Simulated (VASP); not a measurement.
Here is a VASP 6.6.1 calculation.

The input INCAR:

```
SYSTEM = Na2Ru
PREC = Accurate
ENCUT = 600
EDIFF = 1E-6
ISMEAR = 0
SIGMA = 0.1
LREAL = .False.
LASPH = .True.
NELM = 80
ALGO = Fast
ISIF = 3
LWAVE = .False.
LCHARG = .False.
GGA = PE
IBRION = 2
NSW = 90
EDIFFG = -0.04
```

File KPOINTS:

```
Automatic mesh
0
Gamma
  4 4 4
  0 0 0
```

The input POSCAR:

```
Na2Ru
1.0
    3.6400952885     -3.8338598800      0.0000000000
    3.6400952885      3.8338598800      0.0000000000
    0.0000000000      0.0000000000      4.5540025365
Na Ru
4 2
Direct
    0.1666666667      0.1666666667      0.7500000000
    0.8333333333      0.8333333333      0.7500000000
    0.1666666667      0.1666666667      0.2500000000
    0.8333333333      0.8333333333      0.2500000000
    0.7604502601      0.2395497399      0.0000000000
    0.2395497399      0.7604502601      0.0000000000
```

Potentials or basis: VASP PAW PBE potentials, release 64 (Na_pv, Ru_pv).

The run is started by

```console
$ cat potpaw_PBE.64/Na_pv/POTCAR potpaw_PBE.64/Ru_pv/POTCAR > POTCAR
$ mpirun -np 1 vasp_std > vasp.out
```

Task: Estimate the band gap on the k mesh.

Result: Zero (bands 28 and 29 overlap by 0.55 eV).

Task: Predict the relaxed volume.

Result: 20.57 Å³/atom.

Task: Predict the relaxed cell.

Result: a = 4.010 Å, b = 4.010 Å, c = 7.747 Å, α = 90.00°, β = 90.00°, γ = 97.79°.

Task: Estimate the space group after relaxing (to 0.1 Å).

Result: Cmmm (No. 65).

Stress tensor (GPa, compression positive):
```
0.01 0.00 0.00
0.00 0.09 0.00
0.00 0.00 0.00
```

Caveat: a cell axis changed by over 15 % at a fixed basis, so the end point is rough.
